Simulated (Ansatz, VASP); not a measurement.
One calculation of Ta, two programs

The input INCAR:

```
  ALGO = Normal
  EDIFF = 1E-6
  ENCUT = 520
  GGA = PE
  ISIF = 2
  ISMEAR = 0
  LASPH = T
  LCHARG = T
  LELF = T
  LREAL = F
  LVHAR = T
  LWAVE = F
  NBANDS = 12
  NELM = 80
  PREC = Accurate
  SIGMA = 0.15
```

Contents of KPOINTS:

```
k-points
0
Gamma
  20 20 20
```

File POSCAR:

```
Ta
1.0
   -1.5852288000      1.5852288000      1.7833824000
    1.5852288000     -1.5852288000      1.7833824000
    1.5852288000      1.5852288000     -1.7833824000
Ta
1
Direct
    0.0000000000      0.0000000000      0.0000000000
```

Input for Ansatz:

```yaml
crystal:
  lattice:
    - [-1.5852288, 1.5852288, 1.7833824]
    - [1.5852288, -1.5852288, 1.7833824]
    - [1.5852288, 1.5852288, -1.7833824]
  atoms:
    - { symbol: Ta, position: [0.0, 0.0, 0.0] }
basis:
  ecutwfc: 420
kpoints:
  mp_grid: { grid: [20, 20, 20] }
hamiltonian:
  xc: pbe
scf:
  occupations: { method: gaussian, width: 0.15 }
output:
  forces: true
  stress: true
  eigenvalues: true
```

Change from the starting cell: strain -0.040 along x and y, +0.080 along z, atoms carried along.

Alike in both runs: task single point; functional PBE; k mesh 20 × 20 × 20; occupations gaussian, width 0.15 eV; no spin polarisation.

|  | VASP | Ansatz |
| --- | --- | --- |
| version | VASP 6.6.1 | Ansatz 0.2.0 |
| potentials or method | VASP PAW PBE potentials, release 64 (Ta_pv), cutoff 520 eV | scalar-relativistic, plane waves, PAW |
| valence electrons in the cell | 11 | 13 |

|  | VASP | Ansatz | Ansatz less VASP |
| --- | --- | --- | --- |
| gap on the k mesh at the Fermi level (eV) | none | none | - |
| pressure (GPa) | 5.3 | 5.2 | -0.12 |
| traceless stress, the component that is largest in VASP (GPa) | -7.76 | -7.78 | -0.018 |

A gap of «none» marks a metal or a gap that the smearing closes. The functional is the same, so the differences come from potentials, cutoffs and numerics. VASP's potentials hold 11 valence electrons a cell and Ansatz's 13, so a difference there can come from the potentials and not from the codes.

Neither program's run includes spin-orbit coupling.
